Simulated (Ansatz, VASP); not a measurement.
One calculation of AlRu, two programs

File INCAR:

```
ALGO = Fast
EDIFF = 1E-7
ENCUT = 520
GGA = CA
ISIF = 2
ISMEAR = 0
LASPH = True
LCHARG = False
LREAL = False
LWAVE = False
NBANDS = 16
NELM = 60
PREC = Accurate
SIGMA = 0.15
```

The input KPOINTS:

```
k-points
0
Gamma
  16 16 16
```

File POSCAR:

```
AlRu
1.0
    2.9616840000      0.0000000000      0.0000000000
    0.0000000000      2.9916000000      0.0000000000
    0.0000000000      0.0000000000      2.9916000000
Al Ru
1 1
Direct
    0.0000000000      0.0000000000      0.0000000000
    0.5000000000      0.5000000000      0.5000000000
```

Input for Ansatz:

```yaml
crystal:
  lattice:
    - [2.961684, 0.0, 0.0]
    - [0.0, 2.9916, 0.0]
    - [0.0, 0.0, 2.9916]
  atoms:
    - { symbol: Al, position: [0.0, 0.0, 0.0] }
    - { symbol: Ru, position: [0.5, 0.5, 0.5] }
basis:
  ecutwfc: 420
kpoints:
  mp_grid: { grid: [16, 16, 16] }
hamiltonian:
  xc: lda
scf:
  occupations: { method: gaussian, width: 0.15 }
output:
  forces: true
  stress: true
  eigenvalues: true
```

Change from the starting cell: strain -0.0100 x Voigt [1, 0, 0, 0, 0, 0], atoms carried along.

Alike in both runs: task single point; functional LDA; k mesh 16 × 16 × 16; occupations gaussian, width 0.15 eV; no spin polarisation.

|  | VASP | Ansatz |
| --- | --- | --- |
| version | VASP 6.6.1 | Ansatz 0.2.0 |
| potentials or method | VASP PAW LDA potentials, release 64 (Al, Ru_pv), cutoff 520 eV | scalar-relativistic, plane waves, PAW |
| valence electrons in the cell | 17 | 19 |

|  | VASP | Ansatz | Ansatz less VASP |
| --- | --- | --- | --- |
| gap on the k mesh at the Fermi level (eV) | none | none | - |
| pressure (GPa) | -5.5 | -6.1 | -0.54 |
| traceless stress, the component that is largest in VASP (GPa) | 1.16 | 1.15 | -0.004 |

LDA's correlation is that of Perdew and Zunger in VASP and of Perdew and Wang (1992) in Ansatz. A gap of «none» marks a metal or a gap that the smearing closes. VASP's potentials hold 17 valence electrons a cell and Ansatz's 19, so a difference there can come from the potentials and not from the codes.
